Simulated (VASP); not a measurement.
# CaO (v.b) (Fm-3m) in VASP: single point with PBE

Aim: the single point of CaO (v.b) with PBE.

Program: VASP 6.6.1. These are calculated values, not measurements. Logs are shortened: lines on timing, memory, paths and dates and some standing lists are left out, and cuts for length are marked.

### 1 The cell of the first run

The structure is cubic, space group Fm-3m (No. 225). The conventional cell has a = 4.831 Å, b = 4.831 Å, c = 4.831 Å, α = 90.00°, β = 90.00°, γ = 90.00°. Within 3.2 Å of Ca (site symmetry m-3m) lie 6 O at 2.42 Å. O (site symmetry m-3m) has 6 Ca at 2.42 Å within 3.2 Å.

### 2 Single point, PBE

INCAR reads:

```
SYSTEM = CaO
ALGO = Normal
EDIFF = 1E-6
ENCUT = 600
GGA = PE
GGA_COMPAT = .FALSE.
ISIF = 2
ISMEAR = 0
LASPH = .TRUE.
LCHARG = .TRUE.
LELF = .TRUE.
LREAL = .FALSE.
LVHAR = .TRUE.
LWAVE = .FALSE.
NBANDS = 15
NELM = 120
PREC = Accurate
SIGMA = 0.02
```

KPOINTS reads:

```
k-points
0
G
  8 8 8
  0 0 0
```

POSCAR reads:

```
CaO
1.0
    0.0000000000      2.4153650891      2.4153650891
    2.4153650891      0.0000000000      2.4153650891
    2.4153650891      2.4153650891      0.0000000000
Ca O
1 1
Direct
    0.0000000000      0.0000000000      0.0000000000
    0.5000000000      0.5000000000      0.5000000000
```

Potentials or basis: VASP PAW PBE potentials, release 64 (Ca_sv, O).

Run with:

```bash
cat potpaw_PBE.64/Ca_sv/POTCAR potpaw_PBE.64/O/POTCAR > POTCAR
mpirun -np 1 vasp_std > vasp.out
```

OUTCAR:

```text
SYSTEM = CaO
   EDIFF = 1E-6
   ENCUT = 600
   GGA = PE
   ISIF = 2
   ISMEAR = 0
   LASPH = .TRUE.
   LREAL = .FALSE.
   NELM = 120
   PREC = Accurate

 ion  position               nearest neighbor table
   1  0.000  0.000  0.000-   2 2.42   2 2.42   2 2.42   2 2.42   2 2.42   2 2.42
   2  0.500  0.500  0.500-   1 2.42   1 2.42   1 2.42   1 2.42   1 2.42   1 2.42

  LATTYP: Found a face centered cubic cell.
 ALAT       =     4.8307301782

  Lattice vectors:

 A1 = (   0.0000000000,   2.4153650891,   2.4153650891)
 A2 = (   2.4153650891,   0.0000000000,   2.4153650891)
 A3 = (   2.4153650891,   2.4153650891,   0.0000000000)

Analysis of symmetry for initial positions (statically):
=====================================================================
 Subroutine PRICEL returns:
 Original cell was already a primitive cell.

 Routine SETGRP: Setting up the symmetry group for a
 face centered cubic supercell.

 Subroutine GETGRP returns: Found 48 space group operations
 (whereof 48 operations were pure point group operations)
 out of a pool of 48 trial point group operations.

The static configuration has the point symmetry O_h .

Analysis of symmetry for dynamics (positions and initial velocities):
=====================================================================
 Subroutine PRICEL returns:
 Original cell was already a primitive cell.

 Routine SETGRP: Setting up the symmetry group for a
 face centered cubic supercell.

 Subroutine GETGRP returns: Found 48 space group operations
 (whereof 48 operations were pure point group operations)
 out of a pool of 48 trial point group operations.

The dynamic configuration has the point symmetry O_h .

 Subroutine INISYM returns: Found 48 space group operations
 (whereof 48 operations are pure point group operations),
 and found     1 'primitive' translations

----------------------------------------------------------------------------------------

                                     Primitive cell

  volume of cell :      28.1824

  direct lattice vectors                    reciprocal lattice vectors
     0.000000000  2.415365089  2.415365089    -0.207008043  0.207008043  0.207008043
     2.415365089  0.000000000  2.415365089     0.207008043 -0.207008043  0.207008043
     2.415365089  2.415365089  0.000000000     0.207008043  0.207008043 -0.207008043

  length of vectors
     3.415842067  3.415842067  3.415842067     0.358548448  0.358548448  0.358548448

  position of ions in fractional coordinates (direct lattice)
     0.000000000  0.000000000  0.000000000
     0.500000000  0.500000000  0.500000000

  ion indices of the primitive-cell ions
   primitive index   ion index
                 1           1
                 2           2

----------------------------------------------------------------------------------------

 KPOINTS: k-points

Automatic generation of k-mesh.
 Grid dimensions read from file:
 generate k-points for:    8    8    8

 Generating k-lattice:

  Cartesian coordinates                     Fractional coordinates (reciprocal lattice)
    -0.025876005  0.025876005  0.025876005     0.125000000  0.000000000  0.000000000
     0.025876005 -0.025876005  0.025876005     0.000000000  0.125000000  0.000000000
     0.025876005  0.025876005 -0.025876005     0.000000000  0.000000000  0.125000000

  Length of vectors
     0.044818556  0.044818556  0.044818556

  Shift w.r.t. Gamma in fractional coordinates (k-lattice)
     0.000000000  0.000000000  0.000000000

 Subroutine IBZKPT returns following result:
 ===========================================

 Found     29 irreducible k-points:

 Following reciprocal coordinates:
            Coordinates               Weight
  0.000000  0.000000  0.000000      1.000000
  0.125000  0.000000  0.000000      8.000000
  0.250000  0.000000  0.000000      8.000000
  0.375000  0.000000  0.000000      8.000000
  0.500000  0.000000  0.000000      4.000000
  0.125000  0.125000  0.000000      6.000000
[... 16 lines left out ...]
  0.500000  0.250000  0.125000     48.000000
 -0.375000  0.250000  0.125000     24.000000
 [... further k-points ...]
   k-points           NKPTS =     29   k-points in BZ     NKDIM =     29   number of bands    NBANDS=     15
   number of dos      NEDOS =    301   number of ions     NIONS =      2
   total plane-waves  NPLWV =  21952
   dimension x,y,z NGX =    28 NGY =   28 NGZ =   28
   dimension x,y,z NGXF=    56 NGYF=   56 NGZF=   56
   ions per type =               1   1
   NGX,Y,Z   is equivalent  to a cutoff of  13.63, 13.63, 13.63 a.u.
   NGXF,Y,Z  is equivalent  to a cutoff of  27.25, 27.25, 27.25 a.u.
 SYSTEM =  CaO
   PREC   = accura    normal or accurate (medium, high low for compatibility)
   ISTART =      0    job   : 0-new  1-cont  2-samecut
   ICHARG =      2    charge: 1-file 2-atom 10-const
   ISPIN  =      1    spin polarized calculation?
   LNONCOLLINEAR =      F non collinear calculations
   LSORBIT =      F    spin-orbit coupling
   LASPH  =      T    aspherical Exc in radial PAW
   ENCUT  =  600.0 eV  44.10 Ry    6.64 a.u.   6.82  6.82  6.82*2*pi/ulx,y,z
   NELM   =    120;   NELMIN=  2; NELMDL= -5     # of ELM steps
   EDIFF  = 0.1E-05   stopping-criterion for ELM
   LREAL  =      F    real-space projection
   EDIFFG = 0.1E-04   stopping-criterion for IOM
   NSW    =      0    number of steps for IOM
   IBRION =     -1    ionic relax: 0-MD 1-quasi-New 2-CG
   NFREE  =      0    steps in history (QN), initial steepest desc. (CG)
   ISIF   =      2    stress and relaxation
   ISYM   =      2    0-nonsym 1-usesym 2-fastsym
   POTIM  = 0.5000    time-step for ionic-motion
   TEBEG  =    0.0;   TEEND  =   0.0 temperature during run
   PSTRESS=    0.0 pullay stress
   NELECT =      16.0000    total number of electrons
   NUPDOWN=      -1.0000    fix difference up-down
   EMIN   =  10.00;   EMAX   =-10.00  energy-range for DOS
   EFERMI =   0.00;   METHOD = LEGACY
   ISMEAR =     0;   SIGMA  =   0.02  broadening in eV -4-tet -1-fermi 0-gaus
   EFERMI_NEDOS =   21; number of points for ismear=-14 and -15
   IALGO  =     38    algorithm
   IMIX   =      4    mixing-type and parameters
     AMIX     =   0.40;   BMIX     =  1.00
     AMIX_MAG =   1.60;   BMIX_MAG =  1.00
  volume/ion in A,a.u.               =      14.09        95.09
  Fermi-wavevector in a.u.,A,eV,Ry     =   1.355570  2.561656 25.001669  1.837571
  Thomas-Fermi vector in A             =   2.482647
   LORBIT       =      0    0 simple, 1 ext, 2 COOP (PROOUT), +10 PAW based schemes
   GGA     = PE    functional components
   LHFCALC =     F    Hartree Fock is set to
   AEXX    =    0.0000 exact exchange contribution
   IVDW    =     0    specifies the selected vdW correction
   LEPSILON=     F    determine dielectric tensor
   LRPA    =     F    only Hartree local field effects (RPA)
 non-spin polarized calculation
 Gauss-broadening in eV      SIGMA  =   0.02
  energy-cutoff  :      600.00
  volume of cell :       28.18
 maximum number of plane-waves:       960
   NGX = 13   NGY = 13   NGZ = 13

 number of electron      15.9999999 magnetization

 Free energy of the ion-electron system (eV)
  ---------------------------------------------------
  ext. energy  EPLUGINS =         0.00000000
  ---------------------------------------------------
  free energy    TOTEN  =       -12.80757781 eV

  energy without entropy =      -12.80757781  energy(sigma->0) =      -12.80757781

 E-fermi :   2.3440     XC(G=0): -10.4017

 val. band max:        2.2636992029   @ k =   0.0000   0.0000   0.0000
 cond. band min:       5.9037278962   @ k =   0.5000   0.5000   0.0000
 fundamental gap:      3.6400286933
 Fermi energy:         2.3440205812

 k-point     1 :       0.0000    0.0000    0.0000
  band No.  band energies     occupation
      1     -35.4354      2.00000
      2     -16.2102      2.00000
      3     -16.2102      2.00000
      4     -16.2102      2.00000
      5     -13.2396      2.00000
      6       2.2637      2.00000
      7       2.2637      2.00000
      8       2.2637      2.00000
      9       6.8555      0.00000
     10       8.4519      0.00000
     11       8.4519      0.00000
     12       8.4519      0.00000
     13       9.9294      0.00000
     14       9.9294      0.00000
     15      17.2421      0.00000

 k-point     2 :       0.1250    0.0000    0.0000
  band No.  band energies     occupation
      1     -35.4214      2.00000
      2     -16.4057      2.00000
      3     -16.2179      2.00000
      4     -16.2179      2.00000
      5     -13.0328      2.00000
      6       1.7339      2.00000
      7       2.0588      2.00000
      8       2.0588      2.00000
      9       7.5364      0.00000
     10       8.4115      0.00000
     11       8.7111      0.00000
     12       8.7111      0.00000
     13      10.2876      0.00000
     14      10.2876      0.00000
     15      17.8007      0.00000

 k-point     3 :       0.2500    0.0000    0.0000
  band No.  band energies     occupation
      1     -35.3876      2.00000
      2     -16.8023      2.00000
      3     -16.2363      2.00000
      4     -16.2363      2.00000
      5     -12.6072      2.00000
      6       0.7470      2.00000
      7       1.6193      2.00000
      8       1.6193      2.00000
      9       8.4711      0.00000
     10       8.9903      0.00000
     11       9.3903      0.00000
     12       9.3903      0.00000
     13      11.1504      0.00000
     14      11.1504      0.00000
     15      18.0453      0.00000

 k-point     4 :       0.3750    0.0000    0.0000
  band No.  band energies     occupation
      1     -35.3534      2.00000
      2     -17.1343      2.00000
      3     -16.2545      2.00000
      4     -16.2545      2.00000
      5     -12.2432      2.00000
      6      -0.0443      2.00000
      7       1.2366      2.00000
      8       1.2366      2.00000
      9       8.9160      0.00000
     10      10.1733      0.00000
     11      10.1733      0.00000
     12      10.2185      0.00000
     13      12.0916      0.00000
     14      12.0916      0.00000
     15      16.8763      0.00000
[... 307 lines left out ...]
 k-point    22 :       0.3750    0.2500    0.1250
  band No.  band energies     occupation
      1     -35.3629      2.00000
      2     -16.8394      2.00000
      3     -16.3610      2.00000
      4     -16.2705      2.00000
      5     -12.5620      2.00000
      6       0.4698      2.00000
      7       1.5018      2.00000
      8       1.7528      2.00000
      9       7.6134      0.00000
     10       9.2542      0.00000
     11      10.0676      0.00000
     12      10.3743      0.00000
     13      11.1397      0.00000
     14      12.3060      0.00000
     15      18.4975      0.00000

 k-point    23 :       0.5000    0.2500    0.1250
  band No.  band energies     occupation
      1     -35.3358      2.00000
      2     -16.9851      2.00000
      3     -16.4226      2.00000
      4     -16.3056      2.00000
      5     -12.4217      2.00000
      6       0.2884      2.00000
      7       1.2158      2.00000
      8       1.4316      2.00000
      9       8.1037      0.00000
     10       9.6672      0.00000
     11      10.6460      0.00000
     12      10.7283      0.00000
     13      12.0648      0.00000
     14      13.2269      0.00000
     15      16.8543      0.00000

 k-point    24 :      -0.3750    0.2500    0.1250
  band No.  band energies     occupation
      1     -35.3245      2.00000
      2     -17.0442      2.00000
      3     -16.4371      2.00000
      4     -16.3295      2.00000
      5     -12.3677      2.00000
      6       0.2366      2.00000
      7       1.1504      2.00000
      8       1.2288      2.00000
      9       8.9527      0.00000
     10       9.0319      0.00000
     11      10.9312      0.00000
     12      11.0876      0.00000
     13      12.3504      0.00000
     14      14.0351      0.00000
     15      15.8967      0.00000

 [... further k-points ...]

------------------------ aborting loop because EDIFF is reached ----------------------------------------

  FORCE on cell =-STRESS in cart. coord.  units (eV):
  Direction    XX          YY          ZZ          XY          YZ          ZX
  --------------------------------------------------------------------------------------
  -------------------------------------------------------------------------------------
  Total        0.0768094      0.0768094      0.0768094     -0.0000000      0.0000000      0.0000000
  in kB        4.3666340      4.3666340      4.3666340     -0.0000000      0.0000000      0.0000000
  external PRESSURE =       4.3666340 kB  Pullay stress =       0.0000000 kB

 VOLUME and BASIS-vectors are now :
 -----------------------------------------------------------------------------
  energy-cutoff  :      600.00
  volume of cell :       28.18
      direct lattice vectors                 reciprocal lattice vectors
     0.000000000  2.415365089  2.415365089    -0.207008043  0.207008043  0.207008043
     2.415365089  0.000000000  2.415365089     0.207008043 -0.207008043  0.207008043
     2.415365089  2.415365089  0.000000000     0.207008043  0.207008043 -0.207008043

 POSITION                                       TOTAL-FORCE (eV/Angst)
 -----------------------------------------------------------------------------------
      0.00000      0.00000      0.00000         0.000000     -0.000000     -0.000000
      2.41537      2.41537      2.41537         0.000000      0.000000      0.000000
 -----------------------------------------------------------------------------------
    total drift:                                0.000000      0.000000      0.000000

  FREE ENERGIE OF THE ION-ELECTRON SYSTEM (eV)
  ---------------------------------------------------
  free  energy   TOTEN  =       -12.8075778066 eV

  energy  without entropy=      -12.8075778066  energy(sigma->0) =      -12.80757781
```

Run time: 26 s. Hardware: 1 thread of Intel Xeon 8259CL, shared host; peak memory 0.16 GiB.

What came out:

* Free energy: -12.8076 eV
* Pressure: 0.4 GPa
* Band gap on the k mesh: 3.64 eV, indirect (least direct gap 4.02 eV)

Levels at points of the mesh, in eV from the valence-band top:
```csv
k point,band 6,band 7,band 8,band 9,band 10,band 11
"(0.00, 0.00, 0.00)",0.00,0.00,0.00,4.59,6.19,6.19
"(0.50, 0.00, 0.00)",-2.60,-1.17,-1.17,6.98,8.27,8.27
"(0.50, 0.50, 0.00)",-1.31,-0.38,-0.38,3.64,7.93,8.81
```

A k mesh can miss the band edges.
